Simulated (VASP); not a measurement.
# SiWI (P4/nmm) in VASP: single point with r2SCAN+U

Aim: the single point of SiWI with r2SCAN+U.

Program: VASP 6.6.1. These are calculated values, not measurements. Logs are shortened: lines on timing, memory, paths and dates and some standing lists are left out, and cuts for length are marked.

## 1. The cell of the first run

The structure is tetragonal, space group P4/nmm (No. 129). The conventional cell has a = 4.229 Å, b = 4.229 Å, c = 8.176 Å, α = 90.00°, β = 90.00°, γ = 90.00°. W (site symmetry 4mm) has 4 Si at 2.59 Å and 4 I at 3.29 Å within 3.4 Å. Si (site symmetry -4m2) has 4 W at 2.59 Å and 4 Si at 2.99 Å within 3.4 Å. Within 4.4 Å of I (site symmetry 4mm) lie 6 W at 3.29 to 4.38 Å and 4 Si at 3.57 Å and 8 I at 3.85 to 4.23 Å.

## 2. Single point, r2SCAN+U

File POSCAR:

```
SiWI
1.0
    4.2292273200      0.0000000000      0.0000000000
    0.0000000000      4.2292273200      0.0000000000
    0.0000000000      0.0000000000      8.1759261100
W Si I
2 2 2
Direct
    0.0000000000      0.5000000000      0.1836469898
    0.5000000000      0.0000000000      0.8163530102
    0.0000000000      0.0000000000      0.0000000000
    0.5000000000      0.5000000000      0.0000000000
    0.0000000000      0.5000000000      0.6483230221
    0.5000000000      0.0000000000      0.3516769779
```

File INCAR.step1:

```
SYSTEM = SiWI
PREC = Accurate
ENCUT = 550
ISMEAR = -1
SIGMA = 0.1
LREAL = .False.
LASPH = .True.
NELM = 200
LMAXMIX = 4
LDAU = .True.
LDAUTYPE = 2
LDAUL = 2 -1 -1
LDAUU = 2.01 0 0
LDAUJ = 0 0 0
NBANDS = 34
GGA = PE
ALGO = Normal
EDIFF = 1E-5
LWAVE = .True.
LCHARG = .False.
GGA_COMPAT = .False.
```

File INCAR.step2:

```
SYSTEM = SiWI
PREC = Accurate
ENCUT = 550
EDIFF = 1E-6
ISMEAR = -1
SIGMA = 0.1
LREAL = .False.
LASPH = .True.
NELM = 200
ALGO = Normal
ISIF = 2
LWAVE = .False.
LCHARG = .True.
LMAXMIX = 4
LDAU = .True.
LDAUTYPE = 2
LDAUL = 2 -1 -1
LDAUU = 2.01 0 0
LDAUJ = 0 0 0
LDAUPRINT = 1
METAGGA = R2SCAN
LMIXTAU = .True.
LELF = .True.
LVHAR = .True.
NBANDS = 34
ISTART = 1
GGA_COMPAT = .False.
```

File KPOINTS:

```
Automatic mesh
0
Gamma
  8 8 4
  0 0 0
```

Potentials or basis: VASP PAW PBE potentials, release 64 (W_sv, Si, I).

Command:

```
$ cat potpaw_PBE.64/W_sv/POTCAR potpaw_PBE.64/Si/POTCAR potpaw_PBE.64/I/POTCAR > POTCAR
$ cp INCAR.step1 INCAR
$ mpirun -np 1 vasp_std > vasp.out
$ cp INCAR.step2 INCAR
$ mpirun -np 1 vasp_std > vasp.out
```

OUTCAR:

```text
SYSTEM = SiWI
   PREC = Accurate
   ENCUT = 550
   EDIFF = 1E-6
   ISMEAR = -1
   LREAL = .False.
   LASPH = .True.
   NELM = 200
   ISIF = 2
   METAGGA = R2SCAN
   ISTART = 1

 ion  position               nearest neighbor table
   1  0.000  0.500  0.184-   3 2.59   4 2.59   3 2.59   4 2.59   6 3.29   6 3.29   6 3.29   6 3.29

   2  0.500  0.000  0.816-   3 2.59   4 2.59   4 2.59   3 2.59   5 3.29   5 3.29   5 3.29   5 3.29

   3  0.000  0.000  0.000-   1 2.59   2 2.59   1 2.59   2 2.59   4 2.99   4 2.99   4 2.99   4 2.99

   4  0.500  0.500  0.000-   1 2.59   2 2.59   2 2.59   1 2.59   3 2.99   3 2.99   3 2.99   3 2.99

   5  0.000  0.500  0.648-   2 3.29   2 3.29   2 3.29   2 3.29
   6  0.500  0.000  0.352-   1 3.29   1 3.29   1 3.29   1 3.29

  LATTYP: Found a simple tetragonal cell.
 ALAT       =     4.2292273200
 C/A-ratio  =     1.9331961825

  Lattice vectors:

 A1 = (   4.2292273200,   0.0000000000,   0.0000000000)
 A2 = (   0.0000000000,   4.2292273200,   0.0000000000)
 A3 = (   0.0000000000,   0.0000000000,   8.1759261100)

Analysis of symmetry for initial positions (statically):
=====================================================================
 Subroutine PRICEL returns:
 Original cell was already a primitive cell.

 Routine SETGRP: Setting up the symmetry group for a
 simple tetragonal supercell.

 Subroutine GETGRP returns: Found 16 space group operations
 (whereof  8 operations were pure point group operations)
 out of a pool of 16 trial point group operations.

The static configuration has the point symmetry D_2d.
 The point group associated with its full space group is D_4h.

Analysis of symmetry for dynamics (positions and initial velocities):
=====================================================================
 Subroutine PRICEL returns:
 Original cell was already a primitive cell.

 Routine SETGRP: Setting up the symmetry group for a
 simple tetragonal supercell.

 Subroutine GETGRP returns: Found 16 space group operations
 (whereof  8 operations were pure point group operations)
 out of a pool of 16 trial point group operations.

The dynamic configuration has the point symmetry D_2d.
 The point group associated with its full space group is D_4h.

 Subroutine INISYM returns: Found 16 space group operations
 (whereof  8 operations are pure point group operations),
 and found     1 'primitive' translations

----------------------------------------------------------------------------------------

                                     Primitive cell

  volume of cell :     146.2376

  direct lattice vectors                    reciprocal lattice vectors
     4.229227320  0.000000000  0.000000000     0.236449811  0.000000000  0.000000000
     0.000000000  4.229227320  0.000000000     0.000000000  0.236449811  0.000000000
     0.000000000  0.000000000  8.175926110     0.000000000  0.000000000  0.122310303

  length of vectors
     4.229227320  4.229227320  8.175926110     0.236449811  0.236449811  0.122310303

  position of ions in fractional coordinates (direct lattice)
     0.000000000  0.500000000  0.183646990
     0.500000000  0.000000000  0.816353010
     0.000000000  0.000000000  0.000000000
     0.500000000  0.500000000  0.000000000
     0.000000000  0.500000000  0.648323022
     0.500000000  0.000000000  0.351676978

  ion indices of the primitive-cell ions
[... 111 lines left out ...]
   IVDW    =     0    specifies the selected vdW correction
   LEPSILON=     F    determine dielectric tensor
   LRPA    =     F    only Hartree local field effects (RPA)
 non-spin polarized calculation
  energy-cutoff  :      550.00
  volume of cell :      146.24
 maximum number of plane-waves:      4344
   NGX = 17   NGY = 17   NGZ = 31

atom =   1  type =  1  l = 2

 onsite density matrix

spin component  1

  0.1269  0.0000  0.0000 -0.0000  0.0000
  0.0000  0.3960 -0.0000  0.0000 -0.0000
  0.0000 -0.0000  0.2675  0.0000 -0.0000
 -0.0000  0.0000  0.0000  0.3960 -0.0000
  0.0000 -0.0000 -0.0000 -0.0000  0.4946

spin component  2

  0.1269  0.0000  0.0000 -0.0000  0.0000
  0.0000  0.3960 -0.0000  0.0000 -0.0000
  0.0000 -0.0000  0.2675  0.0000 -0.0000
 -0.0000  0.0000  0.0000  0.3960 -0.0000
  0.0000 -0.0000 -0.0000 -0.0000  0.4946

 occupancies and eigenvectors

  o =  0.1269  v =  1.0000  0.0000  0.0000  0.0000  0.0000  0.0000  0.0000  0.0000  0.0000  0.0000      0.0000  0.0000  0.0000  0.0000  0.0000  0.0000  0.0000  0.0000  0.0000  0.0000
  o =  0.1269  v =  0.0000  0.0000  0.0000  0.0000  0.0000  1.0000  0.0000  0.0000  0.0000  0.0000      0.0000  0.0000  0.0000  0.0000  0.0000  0.0000  0.0000  0.0000  0.0000  0.0000
  o =  0.2675  v =  0.0000 -0.0000  1.0000  0.0000  0.0000  0.0000  0.0000  0.0000  0.0000  0.0000      0.0000  0.0000  0.0000  0.0000  0.0000  0.0000  0.0000  0.0000  0.0000  0.0000
  o =  0.2675  v =  0.0000  0.0000  0.0000  0.0000  0.0000  0.0000 -0.0000  1.0000  0.0000  0.0000      0.0000  0.0000  0.0000  0.0000  0.0000  0.0000  0.0000  0.0000  0.0000  0.0000
  o =  0.3960  v =  0.0000  0.9182  0.0000 -0.3960  0.0000  0.0000  0.0000  0.0000  0.0000  0.0000      0.0000  0.0000  0.0000  0.0000  0.0000  0.0000  0.0000  0.0000  0.0000  0.0000
  o =  0.3960  v =  0.0000  0.0000  0.0000  0.0000  0.0000  0.0000  0.9182  0.0000 -0.3960  0.0000      0.0000  0.0000  0.0000  0.0000  0.0000  0.0000  0.0000  0.0000  0.0000  0.0000
  o =  0.3960  v =  0.0000 -0.3960  0.0000 -0.9182 -0.0000  0.0000  0.0000  0.0000  0.0000  0.0000      0.0000  0.0000  0.0000  0.0000  0.0000  0.0000  0.0000  0.0000  0.0000  0.0000
  o =  0.3960  v =  0.0000  0.0000  0.0000  0.0000  0.0000  0.0000 -0.3960  0.0000 -0.9182 -0.0000      0.0000  0.0000  0.0000  0.0000  0.0000  0.0000  0.0000  0.0000  0.0000  0.0000
  o =  0.4946  v =  0.0000 -0.0000 -0.0000  0.0000  1.0000  0.0000  0.0000  0.0000  0.0000  0.0000      0.0000  0.0000  0.0000  0.0000  0.0000  0.0000  0.0000  0.0000  0.0000  0.0000
  o =  0.4946  v =  0.0000  0.0000  0.0000  0.0000  0.0000  0.0000 -0.0000 -0.0000  0.0000  1.0000      0.0000  0.0000  0.0000  0.0000  0.0000  0.0000  0.0000  0.0000  0.0000  0.0000

atom =   2  type =  1  l = 2

 onsite density matrix

spin component  1

  0.1269  0.0000  0.0000 -0.0000  0.0000
  0.0000  0.3960 -0.0000  0.0000 -0.0000
  0.0000 -0.0000  0.2675  0.0000  0.0000
 -0.0000  0.0000  0.0000  0.3960 -0.0000
  0.0000 -0.0000  0.0000 -0.0000  0.4946

spin component  2

  0.1269  0.0000  0.0000 -0.0000  0.0000
  0.0000  0.3960 -0.0000  0.0000 -0.0000
  0.0000 -0.0000  0.2675  0.0000  0.0000
 -0.0000  0.0000  0.0000  0.3960 -0.0000
  0.0000 -0.0000  0.0000 -0.0000  0.4946

 occupancies and eigenvectors

  o =  0.1269  v =  1.0000  0.0000  0.0000  0.0000  0.0000  0.0000  0.0000  0.0000  0.0000  0.0000      0.0000  0.0000  0.0000  0.0000  0.0000  0.0000  0.0000  0.0000  0.0000  0.0000
  o =  0.1269  v =  0.0000  0.0000  0.0000  0.0000  0.0000  1.0000  0.0000  0.0000  0.0000  0.0000      0.0000  0.0000  0.0000  0.0000  0.0000  0.0000  0.0000  0.0000  0.0000  0.0000
  o =  0.2675  v =  0.0000  0.0000 -1.0000 -0.0000  0.0000  0.0000  0.0000  0.0000  0.0000  0.0000      0.0000  0.0000  0.0000  0.0000  0.0000  0.0000  0.0000  0.0000  0.0000  0.0000
  o =  0.2675  v =  0.0000  0.0000  0.0000  0.0000  0.0000  0.0000  0.0000 -1.0000 -0.0000  0.0000      0.0000  0.0000  0.0000  0.0000  0.0000  0.0000  0.0000  0.0000  0.0000  0.0000
  o =  0.3960  v =  0.0000 -0.0240 -0.0000  0.9997  0.0000  0.0000  0.0000  0.0000  0.0000  0.0000      0.0000  0.0000  0.0000  0.0000  0.0000  0.0000  0.0000  0.0000  0.0000  0.0000
  o =  0.3960  v =  0.0000  0.0000  0.0000  0.0000  0.0000  0.0000 -0.0240 -0.0000  0.9997  0.0000      0.0000  0.0000  0.0000  0.0000  0.0000  0.0000  0.0000  0.0000  0.0000  0.0000
  o =  0.3960  v =  0.0000  0.9997  0.0000  0.0240 -0.0000  0.0000  0.0000  0.0000  0.0000  0.0000      0.0000  0.0000  0.0000  0.0000  0.0000  0.0000  0.0000  0.0000  0.0000  0.0000
  o =  0.3960  v =  0.0000  0.0000  0.0000  0.0000  0.0000  0.0000  0.9997  0.0000  0.0240 -0.0000      0.0000  0.0000  0.0000  0.0000  0.0000  0.0000  0.0000  0.0000  0.0000  0.0000
  o =  0.4946  v =  0.0000  0.0000  0.0000  0.0000  0.0000  0.0000  0.0000 -0.0000 -0.0000  1.0000      0.0000  0.0000  0.0000  0.0000  0.0000  0.0000  0.0000  0.0000  0.0000  0.0000
  o =  0.4946  v =  0.0000  0.0000 -0.0000 -0.0000  1.0000  0.0000  0.0000  0.0000  0.0000  0.0000      0.0000  0.0000  0.0000  0.0000  0.0000  0.0000  0.0000  0.0000  0.0000  0.0000

 number of electron      49.9999998 magnetization

 Free energy of the ion-electron system (eV)
  ---------------------------------------------------
  ext. energy  EPLUGINS =         0.00000000
  ---------------------------------------------------
  free energy    TOTEN  =      -159.92488967 eV

  energy without entropy =     -159.73049190  energy(sigma->0) =     -159.82769079

 E-fermi :   7.0099     XC(G=0): -10.7245

 val. band max:        6.9755856571   @ k =   0.1250   0.1250   0.2500
 cond. band min:       7.0125770225   @ k =   0.1250   0.1250   0.0000
 fundamental gap:      0.0369913654
 Fermi energy:         7.0099163323

 k-point     1 :       0.0000    0.0000    0.0000
  band No.  band energies     occupation
      1     -69.4123      2.00000
      2     -69.4121      2.00000
      3     -32.9754      2.00000
      4     -32.9754      2.00000
      5     -32.9715      2.00000
      6     -32.9715      2.00000
[... 877 lines left out ...]
     33      10.7956      0.00000
     34      10.7956      0.00000

 [... further k-points ...]

------------------------ aborting loop because EDIFF is reached ----------------------------------------

  FORCE on cell =-STRESS in cart. coord.  units (eV):
  Direction    XX          YY          ZZ          XY          YZ          ZX
  --------------------------------------------------------------------------------------
  -------------------------------------------------------------------------------------
  Total       -9.7568201     -9.7568201     -0.7663402     -0.0000000      0.0000000      0.0000000
  in kB     -106.8956080   -106.8956080     -8.3960145     -0.0000000      0.0000000      0.0000000
  external PRESSURE =     -74.0624102 kB  Pullay stress =       0.0000000 kB

 VOLUME and BASIS-vectors are now :
 -----------------------------------------------------------------------------
  energy-cutoff  :      550.00
  volume of cell :      146.24
      direct lattice vectors                 reciprocal lattice vectors
     4.229227320  0.000000000  0.000000000     0.236449811  0.000000000  0.000000000
     0.000000000  4.229227320  0.000000000     0.000000000  0.236449811  0.000000000
     0.000000000  0.000000000  8.175926110     0.000000000  0.000000000  0.122310303

 POSITION                                       TOTAL-FORCE (eV/Angst)
 -----------------------------------------------------------------------------------
      0.00000      2.11461      1.50148         0.000000      0.000000     -0.097264
      2.11461      0.00000      6.67444        -0.000000     -0.000000      0.097264
      0.00000      0.00000      0.00000        -0.000000     -0.000000     -0.000000
      2.11461      2.11461      0.00000        -0.000000     -0.000000     -0.000000
      0.00000      2.11461      5.30064        -0.000000     -0.000000     -0.022331
      2.11461      0.00000      2.87528         0.000000      0.000000      0.022331
 -----------------------------------------------------------------------------------
    total drift:                                0.000000      0.000000      0.000000

  FREE ENERGIE OF THE ION-ELECTRON SYSTEM (eV)
  ---------------------------------------------------
  free  energy   TOTEN  =      -159.9248896739 eV

  energy  without entropy=     -159.7304918986  energy(sigma->0) =     -159.82769079
```

Run time: 22 min. Hardware: 1 thread of Oxide Virtual Turin-like, shared host; peak memory 0.38 GiB.

Results:

| Item | Value |
| --- | --- |
| Free energy | -159.9249 eV |
| Pressure | -7.4 GPa |
| Largest force | 0.097 eV/Å |
| Band gap on the k mesh | zero (bands 25 and 26 overlap by 0.42 eV) |

Forces on the atoms (eV/Å):
```
W    0.000  0.000 -0.097
W    0.000  0.000  0.097
Si   0.000  0.000  0.000
Si   0.000  0.000  0.000
I    0.000  0.000 -0.022
I    0.000  0.000  0.022
```

Eigenvalues of the final occupation matrices:
| site | spin | trace | eigenvalues |
| --- | --- | --- | --- |
| site 1 d | 1 | 1.68 | 0.13 0.27 0.40 0.40 0.49 |
| site 1 d | 2 | 1.68 | 0.13 0.27 0.40 0.40 0.49 |
| site 2 d | 1 | 1.68 | 0.13 0.27 0.40 0.40 0.49 |
| site 2 d | 2 | 1.68 | 0.13 0.27 0.40 0.40 0.49 |

Caveat: the stress differs along the axes, from -11 to -1 GPa; the PAW data sets were made with another functional, which shifts forces and pressure a little; spin-orbit coupling is left out, which moves the levels of the heavy elements; U without spin polarisation on a metal has little footing.

The gap in the log of VASP goes by the Fermi energy; the results here count the filled bands.